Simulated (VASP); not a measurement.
A run of VASP 6.6.1:

Contents of INCAR:

```
SYSTEM = Ge2Sb2Te5
ALGO = Fast
EDIFF = 1E-6
ENCUT = 520
GGA = PS
ISIF = 2
ISMEAR = 0
KPAR = 4
LASPH = .TRUE.
LCHARG = .FALSE.
LREAL = .FALSE.
LWAVE = .FALSE.
NBANDS = 44
NELM = 60
PREC = Accurate
SIGMA = 0.15
```

Contents of KPOINTS:

```
k-points
0
G
  12 12 4
  0 0 0
```

POSCAR

```
Ge2Sb2Te5
1.0
    4.2017340711      0.0000000000      0.0000000000
   -2.1008670355      3.6388084455      0.0000000000
    0.0000000000      0.0000000000     17.1060849616
Ge Sb Te
2 2 5
Direct
    0.0000000000      0.0000000000      0.3381076066
    0.0000000000      0.0000000000      0.6618923934
    0.3511831065      0.6666666667      0.1166940745
    0.6845164398      0.3333333333      0.8833059255
    0.0000000000      0.0000000000      0.0000000000
    0.3333333333      0.6666666667      0.7810582628
    0.6666666667      0.3333333333      0.2189417372
    0.3333333333      0.6666666667      0.4206821731
    0.6666666667      0.3333333333      0.5793178269
```

Potentials or basis: VASP PAW PBE potentials, release 64 (Ge_d, Sb, Te).

Launch:

```bash
$ cat potpaw_PBE.64/Ge_d/POTCAR potpaw_PBE.64/Sb/POTCAR potpaw_PBE.64/Te/POTCAR > POTCAR
$ mpirun -np 4 vasp_std > vasp.out
```

Hardware: 4 MPI ranks on Oxide Virtual Turin-like Processor, with other jobs on the host.

Task: Estimate the wall time of this run.

Result: Wall time 13 min on 4 MPI ranks on Oxide Virtual Turin-like Processor, with other jobs on the host, peak memory 1.5 GiB a rank. Counts: scf iterations 14, k points 164.
